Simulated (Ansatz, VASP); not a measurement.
# One calculation of PbS, two programs

INCAR

```
ALGO = Normal
EDIFF = 1E-6
ENCUT = 520
GGA = PE
ISIF = 2
ISMEAR = -1
LASPH = T
LCHARG = F
LREAL = F
LWAVE = F
NBANDS = 28
NELM = 60
PREC = Accurate
SIGMA = 0.05
```

File KPOINTS:

```
k-points
0
Gamma
  6 6 2
```

Contents of POSCAR:

```
PbS
1.0
    2.9828237909     -2.9853071100      0.0000000000
    2.9828237909      2.9853071100      0.0000000000
   -2.0983282922      0.0000000000     22.2066715542
Pb S
2 2
Direct
    0.2802470000      0.2793380000      0.0641210000
    0.7251650000      0.7271660000      0.9369410000
    0.7785580000      0.7594420000      0.0542840000
    0.2580530000      0.2117030000      0.9467280000
```

File input.yaml:

```yaml
crystal:
  lattice:
    - [2.9828237909, -2.98530711, 0.0]
    - [2.9828237909, 2.98530711, 0.0]
    - [-2.0983282922, 0.0, 22.2066715542]
  atoms:
    - { symbol: Pb, position: [0.280247, 0.279338, 0.064121] }
    - { symbol: Pb, position: [0.725165, 0.727166, 0.936941] }
    - { symbol: S, position: [0.778558, 0.759442, 0.054284] }
    - { symbol: S, position: [0.258053, 0.211703, 0.946728] }
hamiltonian:
  xc: pbe
  pseudopotentials: { kind: paw }
kpoints:
  mp_grid: { grid: [6, 6, 2] }
scf:
  occupations: { method: fermi_dirac, width: 0.05 }
output:
  forces: true
  stress: true
  eigenvalues: true
```

Change from the starting cell: atoms moved at random, drawn with an rms of 0.05 Å.

Alike in both runs: task single point; functional PBE; k mesh 6 × 6 × 2; occupations fermi-dirac, width 0.05 eV; no spin polarisation.

|  | VASP | Ansatz |
| --- | --- | --- |
| version | VASP 6.6.1 | Ansatz 0.2.0 |
| potentials or method | VASP PAW PBE potentials, release 64 (Pb_d, S) | Ansatz PAW |
| plane-wave cutoff (eV) | 520 | 420 |
| valence electrons in the cell | 40 | 40 |

Ansatz gave:

```
gap on the k mesh at the Fermi level (eV) : 2.16
least direct gap on the mesh (eV)         : 2.17
rms of the force components (eV/Å)        : 0.269
```

Question: Estimate VASP's values.

Answer: gap on the k mesh at the Fermi level (eV): 2.16; least direct gap on the mesh (eV): 2.17; rms of the force components (eV/Å): 0.268.

Atom by atom the forces differ by 0.003 eV/Å (rms over components). The functional is the same, so the differences come from potentials, cutoffs and numerics.

Spin-orbit coupling is off throughout.
